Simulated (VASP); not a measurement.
# Cd7F16 (a cell with a defect) in VASP: single point with PBE

Aim: the single point of Cd7F16 (a cell with a defect) with PBE.

Everything below comes from runs of VASP 6.6.1. Logs are shortened: lines on timing, memory, paths and dates and some standing lists are left out, and cuts for length are marked.

## (1) The cell of the first run

The cell holds a defect, 23 atoms: a = 7.628 Å, b = 7.628 Å, c = 7.628 Å, α = 60.00°, β = 60.00°, γ = 60.00°.

## (2) Single point, PBE

Input file INCAR:

```
PREC = Accurate
ENCUT = 520
EDIFF = 1E-7
ISMEAR = -1
SIGMA = 0.1
LREAL = Auto
LASPH = T
NELM = 80
ALGO = Normal
ISIF = 2
LWAVE = F
LCHARG = F
GGA = PE
NBANDS = 115
```

Input file KPOINTS:

```
Automatic mesh
0
Gamma
  2 2 2
```

Input file POSCAR:

```
Cd7F16
1.0
    0.0000000000      5.3937660000      5.3937660000
    5.3937660000      0.0000000000      5.3937660000
    5.3937660000      5.3937660000      0.0000000000
Cd F
7 16
Direct
    0.0098753821     -0.0218590313      0.0295736782
    0.0007170315      0.1052810782      0.4996215075
   -0.0083753170      0.5172616869     -0.0304161323
    0.5007393721      0.0066771528     -0.0004217832
    0.5307314963     -0.0218482782      0.5087012488
    0.5007511449      0.4864791131     -0.0004287357
    0.4707504923      0.5172795779      0.4904534235
    0.1219583868      0.1355075470      0.1354843721
    0.3964760429      0.3562666604      0.3641064518
    0.1659537140      0.0973680542      0.6647810639
    0.3689906088      0.3713512970      0.8678379818
    0.1362247639      0.6164556453      0.1039126466
    0.3648431356      0.8926493103      0.3783850653
    0.1164290405      0.6389949063      0.6152736326
    0.3896914512      0.8645806103      0.8884835753
    0.6324668145      0.1078865861      0.1313154853
    0.8355175215      0.4277069120      0.3343365285
    0.6366565587      0.1355226571      0.6207997344
    0.8652797507      0.3562515504      0.8952714115
    0.6118187181      0.6424791139      0.1106149210
    0.8850363549      0.8703330845      0.3838835426
    0.6050867798      0.6164450775      0.6350298660
    0.8795580861      0.8926420798      0.8637033012
```

Potentials or basis: VASP PAW PBE potentials, release 64 (Cd, F).

Launch:

```
$ cat potpaw_PBE.64/Cd/POTCAR potpaw_PBE.64/F/POTCAR > POTCAR
$ mpirun -np 1 vasp_std > vasp.out
```

OUTCAR:

```text
PREC = Accurate
   ENCUT = 520
   EDIFF = 1E-7
   ISMEAR = -1
   LREAL = Auto
   LASPH = T
   NELM = 80
   ISIF = 2
   GGA = PE

 ion  position               nearest neighbor table
   1  0.010  0.978  0.030-  21 2.21  12 2.28  10 2.29   8 2.35  16 2.36  19 2.36  15 2.37  23 2.40
                             5 3.65   2 3.69   4 3.75   6 3.75
   2  0.001  0.105  0.500-  17 2.15  10 2.15  18 2.37  23 2.37  13 2.37   8 2.37   1 3.69   7 3.69
                             5 3.69   3 3.69
   3  0.992  0.517  0.970-  14 2.21  19 2.28  17 2.29  23 2.35  11 2.36  12 2.36  20 2.37   8 2.40
                             7 3.65   2 3.69   4 3.75   6 3.75
   4  0.501  0.007  1.000-  20 2.27  15 2.27  16 2.28  11 2.28  18 2.36   8 2.36  13 2.36  23 2.36
                             6 3.66   1 3.75   7 3.75   5 3.75   3 3.75
   5  0.531  0.978  0.509-  21 2.21  22 2.28  10 2.29  18 2.35  16 2.36   9 2.36  15 2.37  13 2.40
                             1 3.65   2 3.69   4 3.75   6 3.75
   6  0.501  0.486  1.000-  12 2.27  19 2.27   9 2.27  22 2.27  16 2.36  11 2.36  15 2.36  20 2.36
                             4 3.66   1 3.75   5 3.75   3 3.75   7 3.75
   7  0.471  0.517  0.490-  14 2.21   9 2.28  17 2.29  13 2.35  11 2.36  22 2.36  20 2.37  18 2.40
                             3 3.65   2 3.69   4 3.75   6 3.75
   8  0.122  0.136  0.135-   1 2.35   4 2.36   2 2.37   3 2.40
   9  0.396  0.356  0.364-   6 2.27   7 2.28   5 2.36
  10  0.166  0.097  0.665-   2 2.15   5 2.29   1 2.29
  11  0.369  0.371  0.868-   4 2.28   3 2.36   7 2.36   6 2.36
  12  0.136  0.616  0.104-   6 2.27   1 2.28   3 2.36
  13  0.365  0.893  0.378-   7 2.35   4 2.36   2 2.37   5 2.40
  14  0.116  0.639  0.615-   3 2.21   7 2.21
  15  0.390  0.865  0.888-   4 2.27   6 2.36   5 2.37   1 2.37
  16  0.632  0.108  0.131-   4 2.28   5 2.36   1 2.36   6 2.36
  17  0.836  0.428  0.334-   2 2.15   3 2.29   7 2.29
  18  0.637  0.136  0.621-   5 2.35   4 2.36   2 2.37   7 2.40
  19  0.865  0.356  0.895-   6 2.27   3 2.28   1 2.36
  20  0.612  0.642  0.111-   4 2.27   6 2.36   3 2.37   7 2.37
  21  0.885  0.870  0.384-   5 2.21   1 2.21
  22  0.605  0.616  0.635-   6 2.27   5 2.28   7 2.36
  23  0.880  0.893  0.864-   3 2.35   4 2.36   2 2.37   1 2.40

  LATTYP: Found a face centered cubic cell.
 ALAT       =    10.7875320000

  Lattice vectors:

 A1 = (   0.0000000000,   5.3937660000,   5.3937660000)
 A2 = (   5.3937660000,   0.0000000000,   5.3937660000)
 A3 = (   5.3937660000,   5.3937660000,   0.0000000000)

Analysis of symmetry for initial positions (statically):
=====================================================================
 Subroutine PRICEL returns:
 Original cell was already a primitive cell.

 Routine SETGRP: Setting up the symmetry group for a
 face centered cubic supercell.

 Subroutine GETGRP returns: Found  1 space group operations
 (whereof  1 operations were pure point group operations)
 out of a pool of 48 trial point group operations.

The static configuration has the point symmetry C_1 .

Analysis of symmetry for dynamics (positions and initial velocities):
=====================================================================
 Subroutine PRICEL returns:
 Original cell was already a primitive cell.

 Routine SETGRP: Setting up the symmetry group for a
 face centered cubic supercell.

 Subroutine GETGRP returns: Found  1 space group operations
 (whereof  1 operations were pure point group operations)
 out of a pool of 48 trial point group operations.

The dynamic configuration has the point symmetry C_1 .

 Subroutine INISYM returns: Found  1 space group operations
 (whereof  1 operations are pure point group operations),
 and found     1 'primitive' translations

----------------------------------------------------------------------------------------

                                     Primitive cell

  volume of cell :     313.8386

  direct lattice vectors                    reciprocal lattice vectors
     0.000000000  5.393766000  5.393766000    -0.092699609  0.092699609  0.092699609
     5.393766000  0.000000000  5.393766000     0.092699609 -0.092699609  0.092699609
     5.393766000  5.393766000  0.000000000     0.092699609  0.092699609 -0.092699609

  length of vectors
     7.627937029  7.627937029  7.627937029     0.160560433  0.160560433  0.160560433

  position of ions in fractional coordinates (direct lattice)
     0.009875382  0.978140969  0.029573678
     0.000717032  0.105281078  0.499621508
     0.991624683  0.517261687  0.969583868
     0.500739372  0.006677153  0.999578217
     0.530731496  0.978151722  0.508701249
     0.500751145  0.486479113  0.999571264
[... 15 lines left out ...]
     0.605086780  0.616445078  0.635029866
     0.879558086  0.892642080  0.863703301

  ion indices of the primitive-cell ions
   primitive index   ion index
                 1           1
                 2           2
                 3           3
                 4           4
                 5           5
                 6           6
[... 15 lines left out ...]
                22          22
                23          23

----------------------------------------------------------------------------------------

 KPOINTS: Automatic mesh

Automatic generation of k-mesh.
 Grid dimensions read from file:
 generate k-points for:    2    2    2

 Generating k-lattice:

  Cartesian coordinates                     Fractional coordinates (reciprocal lattice)
    -0.046349805  0.046349805  0.046349805     0.500000000  0.000000000  0.000000000
     0.046349805 -0.046349805  0.046349805     0.000000000  0.500000000  0.000000000
     0.046349805  0.046349805 -0.046349805     0.000000000  0.000000000  0.500000000

  Length of vectors
     0.080280216  0.080280216  0.080280216

  Shift w.r.t. Gamma in fractional coordinates (k-lattice)
     0.000000000  0.000000000  0.000000000

 Subroutine IBZKPT returns following result:
 ===========================================

 Found      8 irreducible k-points:

 Following reciprocal coordinates:
            Coordinates               Weight
  0.000000  0.000000  0.000000      1.000000
  0.500000  0.000000  0.000000      1.000000
  0.000000  0.500000  0.000000      1.000000
  0.000000  0.000000  0.500000      1.000000
  0.500000  0.500000  0.500000      1.000000
  0.500000  0.500000  0.000000      1.000000
  0.000000  0.500000  0.500000      1.000000
  0.500000  0.000000  0.500000      1.000000
   k-points           NKPTS =      8   k-points in BZ     NKDIM =      8   number of bands    NBANDS=    115
   number of dos      NEDOS =    301   number of ions     NIONS =     23
   total plane-waves  NPLWV = 216000
   dimension x,y,z NGX =    60 NGY =   60 NGZ =   60
   dimension x,y,z NGXF=   120 NGYF=  120 NGZF=  120
   ions per type =               7  16
   NGX,Y,Z   is equivalent  to a cutoff of  13.08, 13.08, 13.08 a.u.
   NGXF,Y,Z  is equivalent  to a cutoff of  26.15, 26.15, 26.15 a.u.
 SYSTEM =  unknown system
   PREC   = accura    normal or accurate (medium, high low for compatibility)
   ISTART =      0    job   : 0-new  1-cont  2-samecut
   ICHARG =      2    charge: 1-file 2-atom 10-const
   ISPIN  =      1    spin polarized calculation?
   LNONCOLLINEAR =      F non collinear calculations
   LSORBIT =      F    spin-orbit coupling
   LASPH  =      T    aspherical Exc in radial PAW
   ENCUT  =  520.0 eV  38.22 Ry    6.18 a.u.  14.18 14.18 14.18*2*pi/ulx,y,z
   NELM   =     80;   NELMIN=  2; NELMDL= -5     # of ELM steps
   EDIFF  = 0.1E-06   stopping-criterion for ELM
   LREAL  =      T    real-space projection
   EDIFFG = 0.1E-05   stopping-criterion for IOM
   NSW    =      0    number of steps for IOM
   IBRION =     -1    ionic relax: 0-MD 1-quasi-New 2-CG
   NFREE  =      0    steps in history (QN), initial steepest desc. (CG)
   ISIF   =      2    stress and relaxation
   ISYM   =      2    0-nonsym 1-usesym 2-fastsym
   POTIM  = 0.5000    time-step for ionic-motion
   TEBEG  =    0.0;   TEEND  =   0.0 temperature during run
   PSTRESS=    0.0 pullay stress
   NELECT =     196.0000    total number of electrons
   NUPDOWN=      -1.0000    fix difference up-down
   EMIN   =  10.00;   EMAX   =-10.00  energy-range for DOS
   EFERMI =   0.00;   METHOD = LEGACY
   ISMEAR =    -1;   SIGMA  =   0.10  broadening in eV -4-tet -1-fermi 0-gaus
   EFERMI_NEDOS =   21; number of points for ismear=-14 and -15
   IALGO  =     38    algorithm
   IMIX   =      4    mixing-type and parameters
     AMIX     =   0.40;   BMIX     =  1.00
     AMIX_MAG =   1.60;   BMIX_MAG =  1.00
  volume/ion in A,a.u.               =      13.65        92.08
  Fermi-wavevector in a.u.,A,eV,Ry     =   1.399345  2.644378 26.642466  1.958166
  Thomas-Fermi vector in A             =   2.522413
   LORBIT       =      0    0 simple, 1 ext, 2 COOP (PROOUT), +10 PAW based schemes
   GGA     = PE    functional components
   LHFCALC =     F    Hartree Fock is set to
   AEXX    =    0.0000 exact exchange contribution
   IVDW    =     0    specifies the selected vdW correction
   LEPSILON=     F    determine dielectric tensor
   LRPA    =     F    only Hartree local field effects (RPA)
 non-spin polarized calculation
  energy-cutoff  :      520.00
  volume of cell :      313.84
 maximum number of plane-waves:      8480
 NGX is ok and might be reduce to    60
   NGX = 29   NGY = 29   NGZ = 29

 number of electron     196.0000009 magnetization

 Free energy of the ion-electron system (eV)
  ---------------------------------------------------
  ext. energy  EPLUGINS =         0.00000000
  ---------------------------------------------------
  free energy    TOTEN  =       -77.83116833 eV

  energy without entropy =      -77.30598310  energy(sigma->0) =      -77.56857571

 E-fermi :  -1.8837     XC(G=0):  -9.9671

 val. band max:       -1.8999492933   @ k =   0.5000   0.0000   0.5000
 cond. band min:       1.4945995352   @ k =   0.0000   0.0000   0.0000
 fundamental gap:      3.3945488285
 Fermi energy:        -1.8837258213

 k-point     1 :       0.0000    0.0000    0.0000
  band No.  band energies     occupation
      1     -22.8553      2.00000
      2     -22.5319      2.00000
      3     -22.4961      2.00000
      4     -22.4155      2.00000
      5     -22.3200      2.00000
      6     -22.2675      2.00000
[... 102 lines left out ...]
    109       7.5140      0.00000
    110       7.6751      0.00000

 k-point     2 :       0.5000    0.0000    0.0000
  band No.  band energies     occupation
      1     -22.7662      2.00000
      2     -22.5910      2.00000
      3     -22.5537      2.00000
      4     -22.4468      2.00000
      5     -22.3240      2.00000
      6     -22.2948      2.00000
[... 670 lines left out ...]
 k-point     8 :       0.5000    0.0000    0.5000
  band No.  band energies     occupation
      1     -22.7039      2.00000
      2     -22.6328      2.00000
      3     -22.5990      2.00000
      4     -22.3974      2.00000
      5     -22.3703      2.00000
      6     -22.3106      2.00000
[... 102 lines left out ...]
    109       8.3589      0.00000
    110       8.5588      0.00000
 [bands above 110 left out]

------------------------ aborting loop because EDIFF is reached ----------------------------------------

  FORCE on cell =-STRESS in cart. coord.  units (eV):
  Direction    XX          YY          ZZ          XY          YZ          ZX
  --------------------------------------------------------------------------------------
  -------------------------------------------------------------------------------------
  Total        8.0929505     11.3967171      8.1006661      0.0014765      0.0002809     -0.3530549
  in kB       41.3153245     58.1813845     41.3547135      0.0075379      0.0014342     -1.8023805
  external PRESSURE =      46.9504742 kB  Pullay stress =       0.0000000 kB

 VOLUME and BASIS-vectors are now :
 -----------------------------------------------------------------------------
  energy-cutoff  :      520.00
  volume of cell :      313.84
      direct lattice vectors                 reciprocal lattice vectors
     0.000000000  5.393766000  5.393766000    -0.092699609  0.092699609  0.092699609
     5.393766000  0.000000000  5.393766000     0.092699609 -0.092699609  0.092699609
     5.393766000  5.393766000  0.000000000     0.092699609  0.092699609 -0.092699609

 POSITION                                       TOTAL-FORCE (eV/Angst)
 -----------------------------------------------------------------------------------
      5.43538      0.21278      5.32913        -0.016748     -0.116050      0.083597
      3.26270      2.69871      0.57173        -0.797420      0.000451     -0.794808
      8.01970     10.57830      8.13858         0.083367      0.116633     -0.016161
      5.42751      8.09236      2.73689         0.011252      0.000141      0.011550
      8.01974      5.60646      8.13856         0.083472     -0.116046     -0.016113
      8.01541      8.09239      5.32489         0.019136      0.000032      0.019917
[... 15 lines left out ...]
      6.75016      6.68890      6.58866         0.084956     -0.045747     -0.011041
      9.47332      9.40274      9.55883        -0.045647     -0.033037      0.065938
 -----------------------------------------------------------------------------------
    total drift:                                0.013011     -0.001328      0.002326

  FREE ENERGIE OF THE ION-ELECTRON SYSTEM (eV)
  ---------------------------------------------------
  free  energy   TOTEN  =       -77.8311683255 eV

  energy  without entropy=      -77.3059831019  energy(sigma->0) =      -77.56857571
```

Run time: 13 min. Hardware: 1 thread of Intel Xeon Platinum 8259CL at 2.50GHz (Skylake/Cascade Lake), shared host; peak memory 0.58 GiB.

Results:

```yaml
Free_energy: -77.8312 eV
Pressure: 4.7 GPa
Largest_force: 1.126 eV/Å
Band_gap_on_the_k_mesh: zero (bands 98 and 99 overlap by 0.07 eV)
```

Forces on the atoms (eV/Å):
```
Cd  -0.017 -0.116  0.084
Cd  -0.797  0.000 -0.795
Cd   0.083  0.117 -0.016
Cd   0.011  0.000  0.012
Cd   0.083 -0.116 -0.016
Cd   0.019  0.000  0.020
Cd  -0.017  0.116  0.083
F    0.067  0.030 -0.049
F   -0.011  0.047  0.085
F    0.141 -0.157  0.141
F   -0.017  0.027 -0.017
F   -0.012 -0.047  0.083
F    0.067 -0.032 -0.047
F    0.060 -0.029  0.061
F    0.038 -0.068  0.038
F   -0.018 -0.027 -0.018
F    0.142  0.157  0.141
F   -0.047  0.032  0.068
F    0.086  0.047 -0.011
F    0.038  0.068  0.038
F    0.061  0.029  0.061
F    0.085 -0.046 -0.011
F   -0.046 -0.033  0.066
```

Caveat: the k points lie up to 0.50 Å⁻¹ apart.

The gap in the log of VASP goes by the Fermi energy; the results here count the filled bands.